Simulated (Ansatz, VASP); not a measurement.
## Two plane-wave programs on Li2S

```
Li S
1.0
     0.00000    2.78942    2.78942
     2.78942    0.00000    2.78942
     2.78942    2.78942    0.00000
Li S
2 1
Direct
  0.25000 0.25000 0.25000
  0.75000 0.75000 0.75000
  0.00000 0.00000 0.00000
```

Alike in both runs: task single point; functional PBEsol; k mesh 8 × 8 × 8; occupations gaussian, width 0.05 eV; no spin polarisation.

|  | VASP | Ansatz |
| --- | --- | --- |
| version | VASP 6.6.1 | Ansatz 0.2.0 |
| potentials or method | VASP PAW PBE potentials, release 64 (Li_sv, S), cutoff 750 eV | scalar-relativistic, plane waves, PAW |
| valence electrons in the cell | 12 | 12 |

VASP gave:

```
gap on the k mesh at the Fermi level (eV) : 3.17
least direct gap on the mesh (eV)         : 4.43
pressure (GPa)                            : 1.8
```

**Question.** Estimate Ansatz's values.

**Answer.** gap on the k mesh at the Fermi level (eV): 3.17; least direct gap on the mesh (eV): 4.43; pressure (GPa): 1.9.

VASP's potentials were made for PBE, not for PBEsol. The functional is the same, so the differences come from potentials, cutoffs and numerics.
